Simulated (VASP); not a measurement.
# BAs (F-43m) in VASP: settings compared

The runs below take BAs through relaxation of cell and atoms, with PBEsol, LDA.

Program: VASP 6.6.1. These are calculated values, not measurements. Logs are shortened: lines on timing, memory, paths and dates and some standing lists are left out, and cuts for length are marked.

## 1. The cell of the first run

It takes space group F-43m (No. 216, cubic). Conventional cell: a = 4.777 Å, b = 4.777 Å, c = 4.777 Å, α = 90.00°, β = 90.00°, γ = 90.00°. B (site symmetry -43m) has 4 As at 2.07 Å within 2.7 Å. As (site symmetry -43m) has 4 B at 2.07 Å within 2.7 Å.

## 2. Relaxation of cell and atoms, PBEsol

The input, INCAR:

```
SYSTEM = BAs
  ALGO = Normal
  EDIFF = 1E-6
  EDIFFG = -0.01
  ENCUT = 600
  GGA = PS
  IBRION = 2
  ISIF = 3
  ISMEAR = -1
  LASPH = .True.
  LCHARG = .False.
  LREAL = .False.
  LWAVE = .False.
  NELM = 60
  NSW = 80
  PREC = Accurate
  SIGMA = 0.02
```

The input, KPOINTS:

```
k-points
0
Gamma
  10 10 10
  0 0 0
```

The input, POSCAR:

```
BAs
1.0
    0.0000000000      2.3885000000      2.3885000000
    2.3885000000      0.0000000000      2.3885000000
    2.3885000000      2.3885000000      0.0000000000
B As
1 1
Direct
    0.0000000000      0.0000000000      0.0000000000
    0.2500000000      0.2500000000      0.2500000000
```

Potentials or basis: VASP PAW PBE potentials, release 64 (B, As).

Run with:

```console
> cat potpaw_PBE.64/B/POTCAR potpaw_PBE.64/As/POTCAR > POTCAR
> mpirun -np 1 vasp_std > vasp.out
```

OUTCAR:

```text
SYSTEM = BAs
   EDIFF = 1E-6
   EDIFFG = -0.01
   ENCUT = 600
   GGA = PS
   IBRION = 2
   ISIF = 3
   ISMEAR = -1
   LASPH = .True.
   LREAL = .False.
   NELM = 60
   NSW = 80
   PREC = Accurate

 ion  position               nearest neighbor table
   1  0.000  0.000  0.000-   2 2.07   2 2.07   2 2.07   2 2.07
   2  0.250  0.250  0.250-   1 2.07   1 2.07   1 2.07   1 2.07

  LATTYP: Found a face centered cubic cell.
 ALAT       =     4.7770000000

  Lattice vectors:

 A1 = (   0.0000000000,   2.3885000000,   2.3885000000)
 A2 = (   2.3885000000,   0.0000000000,   2.3885000000)
 A3 = (   2.3885000000,   2.3885000000,   0.0000000000)

Analysis of symmetry for initial positions (statically):
=====================================================================
 Subroutine PRICEL returns:
 Original cell was already a primitive cell.

 Routine SETGRP: Setting up the symmetry group for a
 face centered cubic supercell.

 Subroutine GETGRP returns: Found 24 space group operations
 (whereof 24 operations were pure point group operations)
 out of a pool of 48 trial point group operations.

The static configuration has the point symmetry T_d .

Analysis of symmetry for dynamics (positions and initial velocities):
=====================================================================
 Subroutine PRICEL returns:
 Original cell was already a primitive cell.

 Routine SETGRP: Setting up the symmetry group for a
 face centered cubic supercell.

 Subroutine GETGRP returns: Found 24 space group operations
 (whereof 24 operations were pure point group operations)
 out of a pool of 48 trial point group operations.

The dynamic configuration has the point symmetry T_d .

 Subroutine INISYM returns: Found 24 space group operations
 (whereof 24 operations are pure point group operations),
 and found     1 'primitive' translations

----------------------------------------------------------------------------------------

                                     Primitive cell

  volume of cell :      27.2525

  direct lattice vectors                    reciprocal lattice vectors
     0.000000000  2.388500000  2.388500000    -0.209336404  0.209336404  0.209336404
     2.388500000  0.000000000  2.388500000     0.209336404 -0.209336404  0.209336404
     2.388500000  2.388500000  0.000000000     0.209336404  0.209336404 -0.209336404

  length of vectors
[... 85 lines left out ...]
   NSW    =     80    number of steps for IOM
   IBRION =      2    ionic relax: 0-MD 1-quasi-New 2-CG
   NFREE  =      1    steps in history (QN), initial steepest desc. (CG)
   ISIF   =      3    stress and relaxation
   ISYM   =      2    0-nonsym 1-usesym 2-fastsym
   POTIM  = 0.5000    time-step for ionic-motion
   TEBEG  =    0.0;   TEEND  =   0.0 temperature during run
   PSTRESS=    0.0 pullay stress
   NELECT =       8.0000    total number of electrons
   NUPDOWN=      -1.0000    fix difference up-down
   EMIN   =  10.00;   EMAX   =-10.00  energy-range for DOS
   EFERMI =   0.00;   METHOD = LEGACY
   ISMEAR =    -1;   SIGMA  =   0.02  broadening in eV -4-tet -1-fermi 0-gaus
   EFERMI_NEDOS =   21; number of points for ismear=-14 and -15
   IALGO  =     38    algorithm
   IMIX   =      4    mixing-type and parameters
     AMIX     =   0.40;   BMIX     =  1.00
     AMIX_MAG =   1.60;   BMIX_MAG =  1.00
  volume/ion in A,a.u.               =      13.63        91.95
  Fermi-wavevector in a.u.,A,eV,Ry     =   1.088018  2.056057 16.106360  1.183784
  Thomas-Fermi vector in A             =   2.224191
   LORBIT       =      0    0 simple, 1 ext, 2 COOP (PROOUT), +10 PAW based schemes
   GGA     = PS    functional components
   LHFCALC =     F    Hartree Fock is set to
   AEXX    =    0.0000 exact exchange contribution
   IVDW    =     0    specifies the selected vdW correction
   LEPSILON=     F    determine dielectric tensor
   LRPA    =     F    only Hartree local field effects (RPA)
 conjugate gradient relaxation of ions
 non-spin polarized calculation
  energy-cutoff  :      600.00
  volume of cell :       27.25
 maximum number of plane-waves:       941
   NGX = 13   NGY = 13   NGZ = 13

 number of electron       8.0000000 magnetization

 Free energy of the ion-electron system (eV)
  ---------------------------------------------------
  ext. energy  EPLUGINS =         0.00000000
  ---------------------------------------------------
  free energy    TOTEN  =       -12.20477750 eV

  energy without entropy =      -12.20477750  energy(sigma->0) =      -12.20477750

 E-fermi :   6.4525     XC(G=0): -10.7310

 val. band max:        6.0435011420   @ k =   0.0000   0.0000   0.0000
 cond. band min:       7.1198265839   @ k =   0.4000   0.4000   0.0000
 fundamental gap:      1.0763254419
 Fermi energy:         6.4525360058

 k-point     1 :       0.0000    0.0000    0.0000
  band No.  band energies     occupation
      1      -9.3931      2.00000
      2       6.0435      2.00000
      3       6.0435      2.00000
      4       6.0435      2.00000
      5       9.2834      0.00000
      6       9.2834      0.00000
      7       9.2834      0.00000
      8      10.7256      0.00000
[... 243 lines left out ...]
 k-point    24 :       0.4000    0.3000    0.0000
  band No.  band energies     occupation
      1      -6.7432      2.00000
      2      -0.4168      2.00000
      3       2.0341      2.00000
      4       2.5345      2.00000
      5       7.6502      0.00000
      6       9.3358      0.00000
      7      14.8455      0.00000
      8      15.0845      0.00000

 [... further k-points ...]

------------------------ aborting loop because EDIFF is reached ----------------------------------------

  FORCE on cell =-STRESS in cart. coord.  units (eV):
  Direction    XX          YY          ZZ          XY          YZ          ZX
  --------------------------------------------------------------------------------------
  -------------------------------------------------------------------------------------
  Total        0.0088480      0.0088480      0.0088480     -0.0000000      0.0000000      0.0000000
  in kB        0.5201745      0.5201745      0.5201745     -0.0000000      0.0000000      0.0000000
  external PRESSURE =       0.5201745 kB  Pullay stress =       0.0000000 kB

 VOLUME and BASIS-vectors are now :
 -----------------------------------------------------------------------------
  energy-cutoff  :      600.00
  volume of cell :       27.25
      direct lattice vectors                 reciprocal lattice vectors
     0.000000000  2.388500000  2.388500000    -0.209336404  0.209336404  0.209336404
     2.388500000  0.000000000  2.388500000     0.209336404 -0.209336404  0.209336404
     2.388500000  2.388500000  0.000000000     0.209336404  0.209336404 -0.209336404

 POSITION                                       TOTAL-FORCE (eV/Angst)
 -----------------------------------------------------------------------------------
      0.00000      0.00000      0.00000        -0.000000     -0.000000     -0.000000
      1.19425      1.19425      1.19425         0.000000      0.000000      0.000000
 -----------------------------------------------------------------------------------
    total drift:                               -0.000000     -0.000000     -0.000000

  FREE ENERGIE OF THE ION-ELECTRON SYSTEM (eV)
  ---------------------------------------------------
  free  energy   TOTEN  =       -12.2047774986 eV

  energy  without entropy=      -12.2047774986  energy(sigma->0) =      -12.20477750

 reached required accuracy - stopping structural energy minimisation
```

OSZICAR:

```text
N       E                     dE             d eps       ncg     rms          rms(c)
DAV:   1     0.125434394206E+02    0.12543E+02   -0.42056E+03   752   0.980E+02
DAV:   2    -0.124866728255E+02   -0.25030E+02   -0.24405E+02  1096   0.112E+02
DAV:   3    -0.128122556615E+02   -0.32558E+00   -0.32558E+00   872   0.171E+01
DAV:   4    -0.128127198722E+02   -0.46421E-03   -0.46421E-03  1144   0.675E-01
DAV:   5    -0.128127200231E+02   -0.15098E-06   -0.15095E-06   888   0.791E-03    0.484E+00
DAV:   6    -0.122827930805E+02    0.52993E+00   -0.15757E+00   768   0.639E+00    0.244E+00
DAV:   7    -0.122138761448E+02    0.68917E-01   -0.20215E-01  1064   0.266E+00    0.900E-01
DAV:   8    -0.122045813101E+02    0.92948E-02   -0.20537E-02   816   0.950E-01    0.109E-01
DAV:   9    -0.122047105157E+02   -0.12921E-03   -0.49942E-04   960   0.187E-01    0.587E-02
DAV:  10    -0.122047753614E+02   -0.64846E-04   -0.13482E-04   784   0.794E-02    0.137E-02
DAV:  11    -0.122047778385E+02   -0.24771E-05   -0.37929E-06  1136   0.172E-02    0.122E-02
DAV:  12    -0.122047774986E+02    0.33982E-06   -0.11419E-06   400   0.677E-03
   1 F= -.12204777E+02 E0= -.12204777E+02  d E =-.122048E+02
```

Run time: 5.7 s. Hardware: 1 thread of Intel Xeon 6975P-C (Granite Rapids), shared host; peak memory 0.16 GiB.

What came out:

```yaml
Free_energy: -12.2048 eV
Pressure_after_relaxing: 0.1 GPa
Band_gap_on_the_k_mesh: 1.08 eV (least direct gap 3.24 eV)
```

Final structure:
```
B As
1.0
     0.00000    2.38850    2.38850
     2.38850    0.00000    2.38850
     2.38850    2.38850    0.00000
B As
1 1
Direct
  0.00000 0.00000 0.00000
  0.25000 0.25000 0.25000
```

Caveat: the relaxation stopped at its first step, so nothing moved; the PAW data sets were made with another functional, which shifts forces and pressure a little.

## 3. Relaxation of cell and atoms, LDA

The input, INCAR:

```
SYSTEM = BAs
PREC = Accurate
ENCUT = 600
EDIFF = 1E-6
ISMEAR = -1
SIGMA = 0.02
LREAL = .False.
LASPH = .True.
NELM = 60
ALGO = Normal
ISIF = 3
LWAVE = .False.
LCHARG = .False.
IBRION = 2
NSW = 80
EDIFFG = -0.01
```

The input, KPOINTS:

```
regular mesh
0
Gamma
  10 10 10
  0 0 0
```

POSCAR is that of step 2.

Potentials or basis: VASP PAW LDA potentials, release 64 (B, As).

Run with:

```console
> cat potpaw_LDA.64/B/POTCAR potpaw_LDA.64/As/POTCAR > POTCAR
> mpirun -np 1 vasp_std > vasp.out
```

Run time: 10 s. Hardware: 1 thread of Intel Xeon 6975P-C (Granite Rapids), shared host; peak memory 0.15 GiB.

The run converged. Its results:

```
Free energy                           : -12.9275 eV
Relaxed volume                        : 13.33 Å³/atom
Relaxed cell                          : a = 3.353 Å, b = 3.353 Å, c = 3.353 Å, α = 60.00°, β = 60.00°, γ = 60.00°
Space group after relaxing (to 0.1 Å) : F-43m (No. 216)
Energy gained by relaxing             : 2.9 meV/atom
Ionic steps                           : 3
Pressure after relaxing               : 0.0 GPa
Band gap on the k mesh                : 1.10 eV (least direct gap 3.28 eV)
```

Step by step:
```csv
step,energy change (eV),largest force (eV/Å),pressure (GPa),volume (Å³)
1,0.0000,0.0000,-3.09,27.25
2,-0.0025,0.0000,2.51,26.23
3,-0.0058,0.0000,-0.01,26.66
```

Final structure:
```
CELL_PARAMETERS angstrom
0.00000 2.37115 2.37115
2.37115 0.00000 2.37115
2.37115 2.37115 0.00000
ATOMIC_POSITIONS crystal
B 0.00000 0.00000 0.00000
As 0.25000 0.25000 0.25000
```

Levels at points of the mesh, in eV from the valence-band top:
| k point | band 1 | band 2 | band 3 | band 4 | band 5 | band 6 | band 7 | band 8 |
| --- | --- | --- | --- | --- | --- | --- | --- | --- |
| (0.00, 0.00, 0.00) | -15.58 | 0.00 | 0.00 | 0.00 | 3.28 | 3.28 | 3.28 | 4.97 |
| (0.50, 0.00, 0.00) | -12.64 | -8.92 | -1.85 | -1.85 | 2.82 | 4.78 | 4.78 | 8.74 |
| (0.50, 0.50, 0.00) | -11.33 | -8.55 | -4.17 | -4.17 | 1.32 | 1.39 | 11.44 | 11.44 |

A k mesh can miss the band edges. Zero-point motion and thermal expansion aren't in these numbers.
